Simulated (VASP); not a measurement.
A run of VASP 6.6.1 is set up as follows.

Contents of INCAR:

```
PREC     = Accurate       # precision mode
ENCUT    = 520            # plane-wave cutoff, eV
EDIFF    = 1E-6           # SCF threshold, eV
ISMEAR   = 0              # smearing method
SIGMA    = 0.15           # smearing width, eV
LREAL    = F              # projectors in reciprocal space
LASPH    = T              # aspherical terms in the spheres
NELM     = 60             # most SCF steps
ALGO     = Normal         # electronic algorithm
ISIF     = 2              # what is computed and relaxed
LWAVE    = F              # write WAVECAR
LCHARG   = F              # write CHGCAR
GGA      = PS             # functional
NBANDS   = 13             # bands
```

Contents of KPOINTS:

```
Automatic mesh
0
Gamma
  18 18 18
```

The input POSCAR:

```
Mo
1.0
    2.7355103972      0.0000000000      0.0000000000
   -1.3677551986      2.3690214963      0.0000000000
    0.0000000000      0.0000000000      2.5168529895
Mo
1
Direct
    0.0000000000      0.0000000000      0.5000000000
```

Potentials or basis: VASP PAW PBE potentials, release 64 (Mo_sv).

Command:

```sh
$ cat potpaw_PBE.64/Mo_sv/POTCAR > POTCAR
$ mpirun -np 1 vasp_std > vasp.out
```

Question: Predict the band gap on the k mesh.

Answer: Zero (band 7 reaches 12.66 eV, above the bottom of band 8 at 10.70 eV).

Question: What does it give for the pressure?

Answer: 0.0 GPa.

Stress tensor (GPa, compression positive):
```
 0.87  0.00  0.00
 0.00  0.87  0.00
 0.00  0.00 -1.72
```

Caveat: the cell differs from its parent crystal (strain +0.000 along x and y, -0.015 along z); the PAW data sets were made with another functional, which shifts forces and pressure a little.
